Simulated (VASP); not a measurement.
# Lu (P2_1/m) in VASP: a series of runs

Lu is run at these levels: PBEsol; tasks: single point.

All numbers are computed with VASP 6.6.1; they aren't measurements. Logs are shortened: lines on timing, memory, paths and dates and some standing lists are left out, and cuts for length are marked.

## 1. The cell of the first run

The typed cell holds 2 atoms: a = 3.503 Å, b = 3.503 Å, c = 5.551 Å, α = 90.00°, β = 90.00°, γ = 120.00°.

## 2. Single point, PBEsol

The input, INCAR:

```
SYSTEM = Lu
PREC = Accurate
ENCUT = 520
EDIFF = 1E-6
ISMEAR = -1
SIGMA = 0.05
LREAL = .False.
LASPH = .True.
NELM = 80
ALGO = Normal
ISIF = 2
LWAVE = .False.
LCHARG = .False.
GGA = PS
NBANDS = 32
```

The input, KPOINTS:

```
regular mesh
0
Gamma
  7 7 4
  0 0 0
```

The input, POSCAR:

```
Lu
1.0
    3.5031000000      0.0000000000      0.0000000000
   -1.7515500000      3.0337735920      0.0000000000
    0.0000000000      0.0000000000      5.5509000000
Lu
2
Direct
    0.3558370874      0.7279300624      0.2500000000
    0.8108294817      0.2720697425      0.7500000000
```

Potentials or basis: VASP PAW PBE potentials, release 64 (Lu).

On the command line:

```bash
cat potpaw_PBE.64/Lu/POTCAR > POTCAR
mpirun -np 1 vasp_std > vasp.out
```

OUTCAR:

```text
SYSTEM = Lu
   PREC = Accurate
   ENCUT = 520
   EDIFF = 1E-6
   ISMEAR = -1
   LREAL = .False.
   LASPH = .True.
   NELM = 80
   ISIF = 2
   GGA = PS

 ion  position               nearest neighbor table
   1  0.356  0.728  0.250-   2 3.29   2 3.29   2 3.29   2 3.29
   2  0.811  0.272  0.750-   1 3.29   1 3.29   1 3.29   1 3.29

  LATTYP: Found a hexagonal cell.
 ALAT       =     3.5031000000
 C/A-ratio  =     1.5845679541

  Lattice vectors:

 A1 = (   3.5031000000,   0.0000000000,   0.0000000000)
 A2 = (  -1.7515500000,   3.0337735920,   0.0000000000)
 A3 = (   0.0000000000,   0.0000000000,   5.5509000000)

Analysis of symmetry for initial positions (statically):
=====================================================================
 Subroutine PRICEL returns:
 Original cell was already a primitive cell.

 Routine SETGRP: Setting up the symmetry group for a
 hexagonal supercell.

 Subroutine GETGRP returns: Found  4 space group operations
 (whereof  1 operations were pure point group operations)
 out of a pool of 24 trial point group operations.

The static configuration has the point symmetry C_1 .
 The point group associated with its full space group is C_2h.

Analysis of symmetry for dynamics (positions and initial velocities):
=====================================================================
 Subroutine PRICEL returns:
 Original cell was already a primitive cell.

 Routine SETGRP: Setting up the symmetry group for a
 hexagonal supercell.

 Subroutine GETGRP returns: Found  4 space group operations
 (whereof  1 operations were pure point group operations)
 out of a pool of 24 trial point group operations.

The dynamic configuration has the point symmetry C_1 .
 The point group associated with its full space group is C_2h.

 Subroutine INISYM returns: Found  4 space group operations
 (whereof  1 operations are pure point group operations),
 and found     1 'primitive' translations

----------------------------------------------------------------------------------------

                                     Primitive cell

  volume of cell :      58.9928

  direct lattice vectors                    reciprocal lattice vectors
     3.503100000  0.000000000  0.000000000     0.285461448  0.164811244  0.000000000
    -1.751550000  3.033773592  0.000000000     0.000000000  0.329622488  0.000000000
     0.000000000  0.000000000  5.550900000     0.000000000  0.000000000  0.180150967

  length of vectors
     3.503100000  3.503100000  5.550900000     0.329622488  0.329622488  0.180150967

  position of ions in fractional coordinates (direct lattice)
     0.355837087  0.727930062  0.250000000
     0.810829482  0.272069743  0.750000000

  ion indices of the primitive-cell ions
   primitive index   ion index
                 1           1
                 2           2

----------------------------------------------------------------------------------------

 KPOINTS: regular mesh

Automatic generation of k-mesh.
 Grid dimensions read from file:
 generate k-points for:    7    7    4

 Generating k-lattice:

  Cartesian coordinates                     Fractional coordinates (reciprocal lattice)
     0.040780207  0.023544463  0.000000000     0.142857143  0.000000000  0.000000000
     0.000000000  0.047088927  0.000000000     0.000000000  0.142857143  0.000000000
     0.000000000  0.000000000  0.045037742     0.000000000  0.000000000  0.250000000

  Length of vectors
     0.047088927  0.047088927  0.045037742

  Shift w.r.t. Gamma in fractional coordinates (k-lattice)
     0.000000000  0.000000000  0.000000000

 Subroutine IBZKPT returns following result:
 ===========================================

 Found     75 irreducible k-points:

 Following reciprocal coordinates:
            Coordinates               Weight
  0.000000  0.000000  0.000000      1.000000
  0.142857  0.000000  0.000000      2.000000
  0.000000  0.142857  0.000000      2.000000
 -0.142857  0.142857  0.000000      2.000000
  0.285714  0.000000  0.000000      2.000000
  0.000000  0.285714  0.000000      2.000000
[... 16 lines left out ...]
  0.285714  0.285714  0.000000      2.000000
 -0.285714 -0.428571  0.000000      2.000000
 [... further k-points ...]
   k-points           NKPTS =     75   k-points in BZ     NKDIM =     75   number of bands    NBANDS=     32
   number of dos      NEDOS =    301   number of ions     NIONS =      2
   total plane-waves  NPLWV =  32928
   dimension x,y,z NGX =    28 NGY =   28 NGZ =   42
   dimension x,y,z NGXF=    56 NGYF=   56 NGZF=   84
   ions per type =               2
   NGX,Y,Z   is equivalent  to a cutoff of  13.29, 13.29, 12.58 a.u.
   NGXF,Y,Z  is equivalent  to a cutoff of  26.58, 26.58, 25.16 a.u.
 SYSTEM =  Lu
   PREC   = accura    normal or accurate (medium, high low for compatibility)
   ISTART =      0    job   : 0-new  1-cont  2-samecut
   ICHARG =      2    charge: 1-file 2-atom 10-const
   ISPIN  =      1    spin polarized calculation?
   LNONCOLLINEAR =      F non collinear calculations
   LSORBIT =      F    spin-orbit coupling
   LASPH  =      T    aspherical Exc in radial PAW
   ENCUT  =  520.0 eV  38.22 Ry    6.18 a.u.   6.51  6.51 10.32*2*pi/ulx,y,z
   NELM   =     80;   NELMIN=  2; NELMDL= -5     # of ELM steps
   EDIFF  = 0.1E-05   stopping-criterion for ELM
   LREAL  =      F    real-space projection
   EDIFFG = 0.1E-04   stopping-criterion for IOM
   NSW    =      0    number of steps for IOM
   IBRION =     -1    ionic relax: 0-MD 1-quasi-New 2-CG
   NFREE  =      0    steps in history (QN), initial steepest desc. (CG)
   ISIF   =      2    stress and relaxation
   ISYM   =      2    0-nonsym 1-usesym 2-fastsym
   POTIM  = 0.5000    time-step for ionic-motion
   TEBEG  =    0.0;   TEEND  =   0.0 temperature during run
   PSTRESS=    0.0 pullay stress
   NELECT =      50.0000    total number of electrons
   NUPDOWN=      -1.0000    fix difference up-down
   EMIN   =  10.00;   EMAX   =-10.00  energy-range for DOS
   EFERMI =   0.00;   METHOD = LEGACY
   ISMEAR =    -1;   SIGMA  =   0.05  broadening in eV -4-tet -1-fermi 0-gaus
   EFERMI_NEDOS =   21; number of points for ismear=-14 and -15
   IALGO  =     38    algorithm
   IMIX   =      4    mixing-type and parameters
     AMIX     =   0.40;   BMIX     =  1.00
     AMIX_MAG =   1.60;   BMIX_MAG =  1.00
  volume/ion in A,a.u.               =      29.50       199.05
  Fermi-wavevector in a.u.,A,eV,Ry     =   1.549287  2.927727 32.657919  2.400289
  Thomas-Fermi vector in A             =   2.654115
   LORBIT       =      0    0 simple, 1 ext, 2 COOP (PROOUT), +10 PAW based schemes
   GGA     = PS    functional components
   LHFCALC =     F    Hartree Fock is set to
   AEXX    =    0.0000 exact exchange contribution
   IVDW    =     0    specifies the selected vdW correction
   LEPSILON=     F    determine dielectric tensor
   LRPA    =     F    only Hartree local field effects (RPA)
 non-spin polarized calculation
  energy-cutoff  :      520.00
  volume of cell :       58.99
 maximum number of plane-waves:      1640
 NGX is ok and might be reduce to    28
   NGX = 13   NGY = 13   NGZ = 21

 number of electron      49.9999992 magnetization

 Free energy of the ion-electron system (eV)
  ---------------------------------------------------
  ext. energy  EPLUGINS =         0.00000000
  ---------------------------------------------------
  free energy    TOTEN  =        -9.60818249 eV

  energy without entropy =       -9.57494397  energy(sigma->0) =       -9.59156323

 E-fermi :   2.0951     XC(G=0): -10.7081

 val. band max:        2.0711723260   @ k =   0.4286   0.2857   0.5000
 cond. band min:       2.0984771157   @ k =   0.1429   0.1429   0.0000
 fundamental gap:      0.0273047897
 Fermi energy:         2.0950936275

 k-point     1 :       0.0000    0.0000    0.0000
  band No.  band energies     occupation
      1     -54.2138      2.00000
      2     -54.1748      2.00000
      3     -25.1942      2.00000
      4     -24.7636      2.00000
      5     -24.6746      2.00000
      6     -24.6388      2.00000
[... 24 lines left out ...]
     31       5.4119      0.00000
     32       6.1089      0.00000

 k-point     2 :       0.1429    0.0000    0.0000
  band No.  band energies     occupation
      1     -54.2089      2.00000
      2     -54.1737      2.00000
      3     -25.1576      2.00000
      4     -24.8102      2.00000
      5     -24.7088      2.00000
      6     -24.6699      2.00000
[... 24 lines left out ...]
     31       5.7977      0.00000
     32       6.0768      0.00000

 k-point     3 :       0.0000    0.1429    0.0000
  band No.  band energies     occupation
      1     -54.2089      2.00000
      2     -54.1737      2.00000
      3     -25.1576      2.00000
      4     -24.8102      2.00000
      5     -24.7088      2.00000
      6     -24.6700      2.00000
[... 24 lines left out ...]
     31       5.7966      0.00000
     32       6.0739      0.00000

 k-point     4 :      -0.1429    0.1429    0.0000
  band No.  band energies     occupation
      1     -54.2105      2.00000
      2     -54.1721      2.00000
      3     -25.1783      2.00000
      4     -24.7795      2.00000
      5     -24.7472      2.00000
      6     -24.6911      2.00000
[... 24 lines left out ...]
     31       5.8546      0.00000
     32       6.1859      0.00000

 k-point     5 :       0.2857    0.0000    0.0000
  band No.  band energies     occupation
      1     -54.1967      2.00000
      2     -54.1723      2.00000
      3     -25.0589      2.00000
      4     -24.9225      2.00000
      5     -24.8470      2.00000
      6     -24.7250      2.00000
[... 584 lines left out ...]
     31       7.3015      0.00000
     32       7.3813      0.00000

 k-point    22 :       0.4286    0.4286    0.0000
  band No.  band energies     occupation
      1     -54.1935      2.00000
      2     -54.1619      2.00000
      3     -25.0797      2.00000
      4     -25.0196      2.00000
      5     -24.9005      2.00000
      6     -24.8787      2.00000
[... 24 lines left out ...]
     31       7.5907      0.00000
     32       8.0207      0.00000

 k-point    23 :       0.2857    0.2857    0.0000
  band No.  band energies     occupation
      1     -54.1801      2.00000
      2     -54.1737      2.00000
      3     -24.9766      2.00000
      4     -24.9303      2.00000
      5     -24.8944      2.00000
      6     -24.8624      2.00000
[... 24 lines left out ...]
     31       6.2583      0.00000
     32       7.1712      0.00000

 k-point    24 :      -0.2857   -0.4286    0.0000
  band No.  band energies     occupation
      1     -54.1877      2.00000
      2     -54.1662      2.00000
      3     -25.0057      2.00000
      4     -24.9670      2.00000
      5     -24.9390      2.00000
      6     -24.8477      2.00000
[... 24 lines left out ...]
     31       7.3434      0.00000
     32       7.5278      0.00000

 [... further k-points ...]
[... 5 lines left out ...]
  --------------------------------------------------------------------------------------
  -------------------------------------------------------------------------------------
  Total       -1.6179126     -0.9572129     -0.3235624      0.5715522      0.0000000      0.0000000
  in kB      -43.9406547    -25.9968069     -8.7875839     15.5227035      0.0000000      0.0000000
  external PRESSURE =     -26.2416818 kB  Pullay stress =       0.0000000 kB

 VOLUME and BASIS-vectors are now :
 -----------------------------------------------------------------------------
  energy-cutoff  :      520.00
  volume of cell :       58.99
      direct lattice vectors                 reciprocal lattice vectors
     3.503100000  0.000000000  0.000000000     0.285461448  0.164811244  0.000000000
    -1.751550000  3.033773592  0.000000000     0.000000000  0.329622488  0.000000000
     0.000000000  0.000000000  5.550900000     0.000000000  0.000000000  0.180150967

 POSITION                                       TOTAL-FORCE (eV/Angst)
 -----------------------------------------------------------------------------------
     -0.02847      2.20838      1.38773         0.376938     -0.220614      0.000000
      2.36387      0.82540      4.16318        -0.376938      0.220614      0.000000
 -----------------------------------------------------------------------------------
    total drift:                               -0.000995      0.001530      0.000000

  FREE ENERGIE OF THE ION-ELECTRON SYSTEM (eV)
  ---------------------------------------------------
  free  energy   TOTEN  =        -9.6081824865 eV

  energy  without entropy=       -9.5749439723  energy(sigma->0) =       -9.59156323
```

Wall time 56 s (1 thread of Intel Xeon 6975P-C (Granite Rapids), shared host); peak memory 0.26 GiB.

What came out:

```yaml
Free_energy: -9.6082 eV
Pressure: -2.6 GPa
Largest_force: 0.437 eV/Å
Band_gap_on_the_k_mesh: zero (band 25 reaches 3.12 eV, above the bottom of band 26 at 1.44 eV)
```

Forces in eV/Å, atoms in the order of the input:
```
Lu   0.377 -0.221  0.000
Lu  -0.377  0.221  0.000
```

Caveat: the PAW data sets were made with another functional, which shifts forces and pressure a little; spin-orbit coupling is left out, which moves the levels of the heavy elements.

## 3. Single point, PBEsol

The input, INCAR:

```
  ALGO = Normal
  EDIFF = 1E-6
  ENCUT = 520
  GGA = PS
  ISIF = 2
  ISMEAR = -1
  LASPH = T
  LCHARG = F
  LREAL = F
  LWAVE = F
  NBANDS = 32
  NELM = 80
  PREC = Accurate
  SIGMA = 0.05
```

The input, KPOINTS:

```
k-points
0
Gamma
  7 7 4
```

The input, POSCAR:

```
Lu
1.0
    3.5031000000      0.0000000000      0.0000000000
   -1.7515500000      3.0337735920      0.0000000000
    0.0000000000      0.0000000000      5.5509000000
Lu
2
Direct
    0.3779962502      0.7888525387      0.2500000000
    0.9553371503      0.2111475957      0.7500000000
```

Potentials or basis: VASP PAW PBE potentials, release 64 (Lu).

On the command line:

```bash
cat potpaw_PBE.64/Lu/POTCAR > POTCAR
mpirun -np 1 vasp_std > vasp.out
```

Wall time 58 s (1 thread of Intel Xeon 6975P-C (Granite Rapids), shared host); peak memory 0.25 GiB.

Results (log left out):

```yaml
Free_energy: -9.7083 eV
Pressure: -2.8 GPa
Largest_force: 0.526 eV/Å
Band_gap_on_the_k_mesh: zero (band 25 reaches 3.13 eV, above the bottom of band 26 at 1.58 eV)
```

Forces in eV/Å, atoms in the order of the input:
```
Lu  -0.456  0.262  0.000
Lu   0.456 -0.262  0.000
```

Stress tensor (GPa, compression positive):
```
-3.93  1.31  0.00
 1.31 -2.41  0.00
 0.00  0.00 -2.09
```

Levels at points of the mesh, in eV from the Fermi level:
| k point | band 23 | band 24 | band 25 | band 26 | band 27 | band 28 |
| --- | --- | --- | --- | --- | --- | --- |
| (0.00, 0.00, 0.00) | -4.92 | -2.46 | 0.52 | 1.53 | 1.92 | 2.49 |
| (0.00, 0.00, 0.50) | -4.41 | -4.41 | 1.05 | 1.05 | 2.16 | 2.16 |

Caveat: the PAW data sets were made with another functional, which shifts forces and pressure a little; spin-orbit coupling is left out, which moves the levels of the heavy elements.

[end of part 1 of 3]
